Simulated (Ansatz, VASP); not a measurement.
SnO2 in VASP and in Ansatz

```
Sn O
1.0
     3.20432    0.00000    0.00000
    -1.60216    2.77502    0.00000
     0.00000    0.00000   10.19737
Sn O
2 4
Direct
  0.80515 0.00000 0.50000
  0.19485 0.00000 0.00000
  0.46905 0.33333 0.40037
  0.86428 0.33333 0.09963
  0.13572 0.66667 0.59963
  0.53095 0.66667 0.90037
```

Change from the starting cell: mode 1 frozen in at -0.628 Å, equal normal strain along x, y and z +0.0083.

Alike in both runs: task single point; functional PBEsol; dispersion D3(BJ); k mesh 12 × 12 × 4; occupations gaussian, width 0.05 eV; no spin polarisation.

|  | VASP | Ansatz |
| --- | --- | --- |
| version | VASP 6.6.1 | Ansatz 0.2.0 |
| potentials or method | VASP PAW PBE potentials, release 64 (Sn_d, O), cutoff 520 eV | scalar-relativistic, plane waves, PAW |
| valence electrons in the cell | 52 | 52 |

```tsv
	VASP	Ansatz	Ansatz less VASP
gap on the k mesh at the Fermi level (eV)	2.12	2.14	+0.020
least direct gap on the mesh (eV)	2.43	2.44	+0.012
pressure (GPa)	-3.2	-3.8	-0.63
traceless stress, the component that is largest in VASP (GPa)	0.21	0.01	-0.195
rms of the force components (eV/Å)	0.093	0.118	+0.0245
```

VASP's potentials were made for PBE, not for PBEsol, and Ansatz warns of the same on its side. Atom by atom the forces differ by 0.028 eV/Å (rms over components).
